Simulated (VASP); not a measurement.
# TiO2 (P2_1/c) in VASP: further runs

Runs on TiO2. Level: PBEsol. Tasks: single point.

Everything below comes from runs of VASP 6.6.1. Logs are shortened: lines on timing, memory, paths and dates and some standing lists are left out, and cuts for length are marked.

## Step 1: The cell of the first run

Symmetry: P2_1/c, No. 14, monoclinic system. The conventional cell has a = 2.940 Å, b = 4.591 Å, c = 5.297 Å, α = 90.00°, β = 120.06°, γ = 90.00°. Ti (site symmetry -1) has 6 O at 1.90 to 1.98 Å within 2.5 Å. O (site symmetry 1) has 3 Ti at 1.90 to 1.98 Å and 11 O at 2.54 to 2.94 Å within 3.0 Å.

## Step 2: Single point, PBEsol (strain +0.0625 x Voigt [0, 0, 0, 1, 0, 0])

Contents of INCAR:

```
  ALGO = Normal
  EDIFF = 1E-7
  ENCUT = 520
  GGA = PS
  ISIF = 2
  ISMEAR = 0
  LASPH = True
  LCHARG = False
  LREAL = False
  LWAVE = False
  NBANDS = 33
  NELM = 60
  PREC = Accurate
  SIGMA = 0.05
```

Contents of KPOINTS:

```
k-points
0
Gamma
  6 6 10
```

Contents of POSCAR:

```
TiO2
1.0
    4.5912476203      0.0000000000      0.0000000000
    0.0000000000      4.5912476203      0.1434764881
    0.0000000000      0.0918435631      2.9389940195
Ti O
2 4
Direct
    0.0000000000      0.0000000000      0.0000000000
    0.5000000000      0.5000000000      0.5000000000
    0.3044387440      0.3044387440      0.0000000000
    0.1955612560      0.8044387440      0.5000000000
    0.6955612560      0.6955612560      0.0000000000
    0.8044387440      0.1955612560      0.5000000000
```

Potentials or basis: VASP PAW PBE potentials, release 64 (Ti_sv, O).

On the command line:

```bash
$ cat potpaw_PBE.64/Ti_sv/POTCAR potpaw_PBE.64/O/POTCAR > POTCAR
$ mpirun -np 1 vasp_std > vasp.out
```

OUTCAR:

```text
EDIFF = 1E-7
   ENCUT = 520
   GGA = PS
   ISIF = 2
   ISMEAR = 0
   LASPH = True
   LREAL = False
   NELM = 60
   PREC = Accurate

 ion  position               nearest neighbor table
   1  0.000  0.000  0.000-   4 1.90   6 1.90   5 1.98   3 1.98   4 1.98   6 1.98
   2  0.500  0.500  0.500-   3 1.90   5 1.90   6 1.98   4 1.98   3 1.98   5 1.98
   3  0.304  0.304  0.000-   2 1.90   1 1.98   2 1.98
   4  0.196  0.804  0.500-   1 1.90   2 1.98   1 1.98
   5  0.696  0.696  0.000-   2 1.90   1 1.98   2 1.98
   6  0.804  0.196  0.500-   1 1.90   2 1.98   1 1.98

  LATTYP: Found a simple monoclinic cell.
 ALAT       =     2.9404287250
 B/A-ratio  =     1.5614211565
 C/A-ratio  =     1.5621833831
 COS(beta)  =    -0.0624390244

  Lattice vectors:

 A1 = (   0.0000000000,   0.0918435631,   2.9389940195)
 A2 = (  -4.5912476203,   0.0000000000,   0.0000000000)
 A3 = (   0.0000000000,  -4.5912476203,  -0.1434764881)

Analysis of symmetry for initial positions (statically):
=====================================================================
 Subroutine PRICEL returns:
 Original cell was already a primitive cell.

 Routine SETGRP: Setting up the symmetry group for a
 simple monoclinic supercell.

 Subroutine GETGRP returns: Found  4 space group operations
 (whereof  2 operations were pure point group operations)
 out of a pool of  4 trial point group operations.

The static configuration has the point symmetry S_2 .
 The point group associated with its full space group is C_2h.

Analysis of symmetry for dynamics (positions and initial velocities):
=====================================================================
 Subroutine PRICEL returns:
 Original cell was already a primitive cell.

 Routine SETGRP: Setting up the symmetry group for a
 simple monoclinic supercell.

 Subroutine GETGRP returns: Found  4 space group operations
 (whereof  2 operations were pure point group operations)
 out of a pool of  4 trial point group operations.

The dynamic configuration has the point symmetry S_2 .
 The point group associated with its full space group is C_2h.

 Subroutine INISYM returns: Found  4 space group operations
 (whereof  2 operations are pure point group operations),
 and found     1 'primitive' translations

----------------------------------------------------------------------------------------

                                     Primitive cell

  volume of cell :      61.8922

  direct lattice vectors                    reciprocal lattice vectors
     4.591247620  0.000000000  0.000000000     0.217805721  0.000000000  0.000000000
     0.000000000  4.591247620  0.143476488     0.000000000  0.218018630 -0.006813082
     0.000000000  0.091843563  2.938994019     0.000000000 -0.010643284  0.340585081

  length of vectors
     4.591247620  4.593488893  2.940428725     0.217805721  0.218125059  0.340751342

  position of ions in fractional coordinates (direct lattice)
     0.000000000  0.000000000  0.000000000
     0.500000000  0.500000000  0.500000000
     0.304438744  0.304438744  1.000000000
     0.195561256  0.804438744  0.500000000
     0.695561256  0.695561256  1.000000000
     0.804438744  0.195561256  0.500000000

  ion indices of the primitive-cell ions
   primitive index   ion index
                 1           1
                 2           2
                 3           3
                 4           4
                 5           5
                 6           6

----------------------------------------------------------------------------------------

 KPOINTS: k-points

Automatic generation of k-mesh.
 Grid dimensions read from file:
 generate k-points for:    6    6   10

 Generating k-lattice:

  Cartesian coordinates                     Fractional coordinates (reciprocal lattice)
     0.036300954  0.000000000  0.000000000     0.166666667  0.000000000  0.000000000
     0.000000000  0.036336438 -0.001135514     0.000000000  0.166666667  0.000000000
     0.000000000 -0.001064328  0.034058508     0.000000000 -0.000000000  0.100000000

  Length of vectors
     0.036300954  0.036354176  0.034075134

  Shift w.r.t. Gamma in fractional coordinates (k-lattice)
     0.000000000  0.000000000  0.000000000

 Subroutine IBZKPT returns following result:
 ===========================================

 Found    128 irreducible k-points:

 Following reciprocal coordinates:
            Coordinates               Weight
  0.000000  0.000000  0.000000      1.000000
  0.166667  0.000000  0.000000      2.000000
  0.333333  0.000000  0.000000      2.000000
  0.500000  0.000000  0.000000      1.000000
  0.000000  0.166667  0.000000      2.000000
  0.166667  0.166667  0.000000      4.000000
[... 16 lines left out ...]
  0.333333  0.166667  0.100000      4.000000
  0.500000  0.166667  0.100000      2.000000
 [... further k-points ...]
   k-points           NKPTS =    128   k-points in BZ     NKDIM =    128   number of bands    NBANDS=     33
   number of dos      NEDOS =    301   number of ions     NIONS =      6
   total plane-waves  NPLWV =  31104
   dimension x,y,z NGX =    36 NGY =   36 NGZ =   24
   dimension x,y,z NGXF=    72 NGYF=   72 NGZF=   48
   ions per type =               2   4
   NGX,Y,Z   is equivalent  to a cutoff of  13.04, 13.03, 13.57 a.u.
   NGXF,Y,Z  is equivalent  to a cutoff of  26.07, 26.06, 27.14 a.u.
 SYSTEM =  unknown system
   PREC   = accura    normal or accurate (medium, high low for compatibility)
   ISTART =      0    job   : 0-new  1-cont  2-samecut
   ICHARG =      2    charge: 1-file 2-atom 10-const
   ISPIN  =      1    spin polarized calculation?
   LNONCOLLINEAR =      F non collinear calculations
   LSORBIT =      F    spin-orbit coupling
   LASPH  =      T    aspherical Exc in radial PAW
   ENCUT  =  520.0 eV  38.22 Ry    6.18 a.u.   8.54  8.54  5.47*2*pi/ulx,y,z
   NELM   =     60;   NELMIN=  2; NELMDL= -5     # of ELM steps
   EDIFF  = 0.1E-06   stopping-criterion for ELM
   LREAL  =      F    real-space projection
   EDIFFG = 0.1E-05   stopping-criterion for IOM
   NSW    =      0    number of steps for IOM
   IBRION =     -1    ionic relax: 0-MD 1-quasi-New 2-CG
   NFREE  =      0    steps in history (QN), initial steepest desc. (CG)
   ISIF   =      2    stress and relaxation
   ISYM   =      2    0-nonsym 1-usesym 2-fastsym
   POTIM  = 0.5000    time-step for ionic-motion
   TEBEG  =    0.0;   TEEND  =   0.0 temperature during run
   PSTRESS=    0.0 pullay stress
   NELECT =      48.0000    total number of electrons
   NUPDOWN=      -1.0000    fix difference up-down
   EMIN   =  10.00;   EMAX   =-10.00  energy-range for DOS
   EFERMI =   0.00;   METHOD = LEGACY
   ISMEAR =     0;   SIGMA  =   0.05  broadening in eV -4-tet -1-fermi 0-gaus
   EFERMI_NEDOS =   21; number of points for ismear=-14 and -15
   IALGO  =     38    algorithm
   IMIX   =      4    mixing-type and parameters
     AMIX     =   0.40;   BMIX     =  1.00
     AMIX_MAG =   1.60;   BMIX_MAG =  1.00
  volume/ion in A,a.u.               =      10.32        69.61
  Fermi-wavevector in a.u.,A,eV,Ry     =   1.504100  2.842336 30.780679  2.262316
  Thomas-Fermi vector in A             =   2.615124
   LORBIT       =      0    0 simple, 1 ext, 2 COOP (PROOUT), +10 PAW based schemes
   GGA     = PS    functional components
   LHFCALC =     F    Hartree Fock is set to
   AEXX    =    0.0000 exact exchange contribution
   IVDW    =     0    specifies the selected vdW correction
   LEPSILON=     F    determine dielectric tensor
   LRPA    =     F    only Hartree local field effects (RPA)
 non-spin polarized calculation
 Gauss-broadening in eV      SIGMA  =   0.05
  energy-cutoff  :      520.00
  volume of cell :       61.89
 maximum number of plane-waves:      1688
 NGX is ok and might be reduce to    36
   NGX = 17   NGY = 17   NGZ = 11

 number of electron      48.0000019 magnetization

 Free energy of the ion-electron system (eV)
  ---------------------------------------------------
  ext. energy  EPLUGINS =         0.00000000
  ---------------------------------------------------
  free energy    TOTEN  =       -55.98620595 eV

  energy without entropy =      -55.98620595  energy(sigma->0) =      -55.98620595

 E-fermi :   5.0557     XC(G=0): -11.7463

 val. band max:        4.8140711549   @ k =   0.0000   0.0000   0.0000
 cond. band min:       6.6271647482   @ k =   0.0000   0.5000   0.5000
 fundamental gap:      1.8130935933
 Fermi energy:         5.0557068434

 k-point     1 :       0.0000    0.0000    0.0000
  band No.  band energies     occupation
      1     -51.7963      2.00000
      2     -51.7775      2.00000
      3     -28.2342      2.00000
      4     -28.2332      2.00000
      5     -28.0541      2.00000
      6     -28.0539      2.00000
[... 25 lines left out ...]
     32      11.4793      0.00000
     33      11.5863      0.00000

 k-point     2 :       0.1667    0.0000    0.0000
  band No.  band energies     occupation
      1     -51.7951      2.00000
      2     -51.7788      2.00000
      3     -28.2238      2.00000
      4     -28.2237      2.00000
      5     -28.0653      2.00000
      6     -28.0647      2.00000
[... 25 lines left out ...]
     32      11.4017      0.00000
     33      11.4964      0.00000

 k-point     3 :       0.3333    0.0000    0.0000
  band No.  band energies     occupation
      1     -51.7916      2.00000
      2     -51.7822      2.00000
      3     -28.1985      2.00000
      4     -28.1970      2.00000
      5     -28.0942      2.00000
      6     -28.0923      2.00000
[... 25 lines left out ...]
     32      11.1925      0.00000
     33      11.3318      0.00000

 k-point     4 :       0.5000    0.0000    0.0000
  band No.  band energies     occupation
      1     -51.7869      2.00000
      2     -51.7869      2.00000
      3     -28.1769      2.00000
      4     -28.1769      2.00000
      5     -28.1152      2.00000
      6     -28.1152      2.00000
[... 25 lines left out ...]
     32      10.8029      0.00000
     33      11.3798      0.00000

 k-point     5 :       0.0000    0.1667    0.0000
  band No.  band energies     occupation
      1     -51.7951      2.00000
      2     -51.7788      2.00000
      3     -28.2247      2.00000
      4     -28.2228      2.00000
      5     -28.0657      2.00000
      6     -28.0644      2.00000
[... 604 lines left out ...]
 k-point    22 :       0.1667    0.1667    0.1000
  band No.  band energies     occupation
      1     -51.7896      2.00000
      2     -51.7757      2.00000
      3     -28.2250      2.00000
      4     -28.1914      2.00000
      5     -28.0913      2.00000
      6     -28.0514      2.00000
[... 25 lines left out ...]
     32      10.9442      0.00000
     33      11.3917      0.00000

 k-point    23 :       0.3333    0.1667    0.1000
  band No.  band energies     occupation
      1     -51.7867      2.00000
      2     -51.7786      2.00000
      3     -28.2139      2.00000
      4     -28.1673      2.00000
      5     -28.1180      2.00000
      6     -28.0673      2.00000
[... 25 lines left out ...]
     32      10.7528      0.00000
     33      11.3850      0.00000

 k-point    24 :       0.5000    0.1667    0.1000
  band No.  band energies     occupation
      1     -51.7826      2.00000
      2     -51.7826      2.00000
      3     -28.1871      2.00000
      4     -28.1871      2.00000
      5     -28.0980      2.00000
      6     -28.0980      2.00000
[... 25 lines left out ...]
     32      10.5980      0.00000
     33      11.4519      0.00000

 [... further k-points ...]
[... 5 lines left out ...]
  --------------------------------------------------------------------------------------
  -------------------------------------------------------------------------------------
  Total        0.4792226      0.5651537      0.7786092      0.0000000     -3.5711181      0.0000000
  in kB       12.4054358     14.6299003     20.1555326      0.0000000    -92.4440539      0.0000000
  external PRESSURE =      15.7302896 kB  Pullay stress =       0.0000000 kB

 VOLUME and BASIS-vectors are now :
 -----------------------------------------------------------------------------
  energy-cutoff  :      520.00
  volume of cell :       61.89
      direct lattice vectors                 reciprocal lattice vectors
     4.591247620  0.000000000  0.000000000     0.217805721  0.000000000  0.000000000
     0.000000000  4.591247620  0.143476488     0.000000000  0.218018630 -0.006813082
     0.000000000  0.091843563  2.938994019     0.000000000 -0.010643284  0.340585081

 POSITION                                       TOTAL-FORCE (eV/Angst)
 -----------------------------------------------------------------------------------
      0.00000      0.00000      0.00000         0.000000     -0.000000      0.000000
      2.29562      2.34155      1.54124         0.000000     -0.000000      0.000000
      1.39775      1.39775      0.04368        -0.066284     -0.068344      0.361506
      0.89787      3.73930      1.58492         0.066284     -0.068344      0.361506
      3.19349      3.19349      0.09980         0.066284      0.068344     -0.361506
      3.69338      0.94379      1.49756        -0.066284      0.068344     -0.361506
 -----------------------------------------------------------------------------------
    total drift:                                0.000000      0.000000      0.000000

  FREE ENERGIE OF THE ION-ELECTRON SYSTEM (eV)
  ---------------------------------------------------
  free  energy   TOTEN  =       -55.9862059503 eV

  energy  without entropy=      -55.9862059503  energy(sigma->0) =      -55.98620595
```

It took 6.6 min on 1 thread of Intel Xeon 8259CL, shared host; peak memory 0.32 GiB.

What came out:

- Free energy: -55.9862 eV
- Pressure: 1.6 GPa
- Largest force: 0.374 eV/Å
- Band gap on the k mesh: 1.81 eV (least direct gap 1.85 eV)

Forces in eV/Å, atoms in the order of the input:
```
Ti   0.000  0.000  0.000
Ti   0.000  0.000  0.000
O   -0.066 -0.068  0.362
O    0.066 -0.068  0.362
O    0.066  0.068 -0.362
O   -0.066  0.068 -0.362
```

Levels at points of the mesh, in eV from the valence-band top:
```
           k point  band 21  band 22  band 23  band 24  band 25  band 26  band 27  band 28
(0.00, 0.00, 0.00)    -0.76    -0.45    -0.35     0.00     1.85     2.12     2.42     2.53
(0.50, 0.00, 0.00)    -1.63    -1.63    -0.72    -0.72     2.54     2.54     3.04     3.04
(0.00, 0.50, 0.00)    -1.62    -1.62    -0.76    -0.76     2.54     2.54     3.05     3.05
(0.50, 0.50, 0.00)    -1.32    -1.32    -1.04    -1.04     1.89     1.89     2.54     2.54
(0.00, 0.00, 0.50)    -2.42    -2.42    -1.42    -1.42     2.97     2.97     3.25     3.25
(0.50, 0.00, 0.50)    -2.08    -2.08    -1.06    -1.06     1.89     1.89     3.27     3.27
(0.00, 0.50, 0.50)    -2.24    -1.91    -1.27    -0.82     1.81     1.99     3.21     3.34
(0.50, 0.50, 0.50)    -1.34    -1.34    -0.62    -0.62     2.59     2.59     3.25     3.25
```

Caveat: the cell differs from its parent crystal (strain +0.0625 x Voigt [0, 0, 0, 1, 0, 0]); the PAW data sets were made with another functional, which shifts forces and pressure a little.

## Step 3: Single point, PBEsol (strain +0.0375 x Voigt [0, 0, 0, 1, 0, 0])

Contents of INCAR:

```
PREC = Accurate
ENCUT = 520
EDIFF = 1E-6
ISMEAR = 0
SIGMA = 0.05
LREAL = False
LASPH = True
NELM = 80
ALGO = Normal
ISIF = 2
LWAVE = False
LCHARG = True
GGA = PS
LELF = True
LVHAR = True
NBANDS = 33
```

Contents of KPOINTS:

```
regular mesh
0
Gamma
  6 6 10
```

Changes to POSCAR since step 2:

```diff
@@ -3,4 +3,4 @@
     4.5912476203      0.0000000000      0.0000000000
-    0.0000000000      4.5912476203      0.1434764881
-    0.0000000000      0.0918435631      2.9389940195
+    0.0000000000      4.5912476203      0.0860858929
+    0.0000000000      0.0551061379      2.9389940195
 Ti O
```

Potentials or basis: VASP PAW PBE potentials, release 64 (Ti_sv, O).

On the command line:

```bash
$ cat potpaw_PBE.64/Ti_sv/POTCAR potpaw_PBE.64/O/POTCAR > POTCAR
$ mpirun -np 1 vasp_std > vasp.out
```

It took 5.9 min on 1 thread of Intel Xeon 8259CL, shared host; peak memory 0.32 GiB.

Results (log left out):

* Free energy: -56.0581 eV
* Pressure: 1.0 GPa
* Largest force: 0.220 eV/Å
* Band gap on the k mesh: 1.84 eV (least direct gap 1.84 eV)

Forces in eV/Å, atoms in the order of the input:
```
Ti   0.000  0.000  0.000
Ti   0.000  0.000  0.000
O   -0.035 -0.036  0.214
O    0.035 -0.036  0.214
O    0.035  0.036 -0.214
O   -0.035  0.036 -0.214
```

Stress tensor (GPa, compression positive):
```
 0.80  0.00  0.00
 0.00  0.88 -5.54
 0.00 -5.54  1.27
```

Levels at points of the mesh, in eV from the valence-band top:
| k point | band 22 | band 23 | band 24 | band 25 | band 26 | band 27 |
| --- | --- | --- | --- | --- | --- | --- |
| (0.00, 0.00, 0.00) | -0.45 | -0.41 | 0.00 | 1.84 | 2.12 | 2.42 |
| (0.50, 0.00, 0.00) | -1.63 | -0.75 | -0.75 | 2.53 | 2.53 | 3.04 |
| (0.00, 0.50, 0.00) | -1.63 | -0.76 | -0.76 | 2.53 | 2.53 | 3.05 |
| (0.50, 0.50, 0.00) | -1.30 | -1.07 | -1.07 | 1.88 | 1.88 | 2.54 |
| (0.00, 0.00, 0.50) | -2.43 | -1.44 | -1.44 | 2.98 | 2.98 | 3.24 |
| (0.50, 0.00, 0.50) | -2.08 | -1.06 | -1.06 | 1.89 | 1.89 | 3.26 |
| (0.00, 0.50, 0.50) | -1.98 | -1.19 | -0.92 | 1.84 | 1.94 | 3.22 |
| (0.50, 0.50, 0.50) | -1.32 | -0.66 | -0.66 | 2.59 | 2.59 | 3.23 |

Caveat: the cell differs from its parent crystal (strain +0.0375 x Voigt [0, 0, 0, 1, 0, 0]); the PAW data sets were made with another functional, which shifts forces and pressure a little. A k mesh can miss the band edges.
